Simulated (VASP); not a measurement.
Wanted: the native input for a VASP 6.6.1 run.

```yaml
Task: single point
Functional: PBE
Potentials_or_basis: VASP PAW PBE potentials, release 64 (Nb_sv, P)
Cutoff: 520 eV
k_mesh: 8 × 8 × 8
Occupations: gaussian, width 0.1 eV
Spin: no spin polarisation
Dipole_correction: no
Further_INCAR_settings: ALGO = Normal; EDIFF = 1e-07; NBANDS = 26
```

The structure of NbP lies in POSCAR:

```
NbP
1.0
   -1.6749232544      1.6749232544      5.7401081759
    1.6749232544     -1.6749232544      5.7401081759
    1.6749232544      1.6749232544     -5.7401081759
Nb P
2 2
Direct
    0.7498808000      0.7498808000      0.0000000000
    0.4998808000      0.9998808000      0.5000000000
    0.3327477700      0.3327477700      0.0000000000
    0.0827477800      0.5827477800      0.5000000000
```

These files were run (other wordings do the same):

INCAR

```
PREC     = Accurate       # precision mode
ENCUT    = 520            # plane-wave cutoff, eV
EDIFF    = 1E-7           # SCF threshold, eV
ISMEAR   = 0              # smearing method
SIGMA    = 0.1            # smearing width, eV
LREAL    = False          # projectors in reciprocal space
LASPH    = True           # aspherical terms in the spheres
NELM     = 100            # most SCF steps
ALGO     = Normal         # electronic algorithm
ISIF     = 2              # what is computed and relaxed
LWAVE    = False          # write WAVECAR
LCHARG   = False          # write CHGCAR
GGA      = PE             # functional
NBANDS   = 26             # bands
```

KPOINTS

```
Automatic mesh
0
Gamma
  8 8 8
```

Potentials or basis: VASP PAW PBE potentials, release 64 (Nb_sv, P).

The run is started by

```console
$ cat potpaw_PBE.64/Nb_sv/POTCAR potpaw_PBE.64/P/POTCAR > POTCAR
$ mpirun -np 1 vasp_std > vasp.out
```

It gave:

```yaml
Pressure: -1.4 GPa
Largest_force: 0.017 eV/Å
Band_gap_on_the_k_mesh: zero (band 18 reaches 10.56 eV, above the bottom of band 19 at 10.52 eV)
```

It took 3.4 min on 1 thread of Intel(R) Xeon(R) Platinum 8488C (Sapphire Rapids) (shared host), peak memory 0.36 GiB.
